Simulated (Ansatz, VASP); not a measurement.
Ca: VASP beside Ansatz

```
CELL_PARAMETERS angstrom
0.00000 2.77707 2.77707
2.77707 0.00000 2.77707
2.77707 2.77707 0.00000
ATOMIC_POSITIONS crystal
Ca 0.00000 0.00000 0.00000
```

Alike in both runs: task single point; functional LDA; k mesh 14 × 14 × 14; occupations gaussian, width 0.05 eV; no spin polarisation.

|  | VASP | Ansatz |
| --- | --- | --- |
| version | VASP 6.6.1 | Ansatz 0.2.0 |
| potentials or method | VASP PAW LDA potentials, release 64 (Ca_sv), cutoff 520 eV | scalar-relativistic, plane waves, PAW |
| valence electrons in the cell | 10 | 10 |

|  | VASP | Ansatz | Ansatz less VASP |
| --- | --- | --- | --- |
| pressure (GPa) | -1.9 | -1.9 | 0.00 |

LDA's correlation is that of Perdew and Zunger in VASP and of Perdew and Wang (1992) in Ansatz.
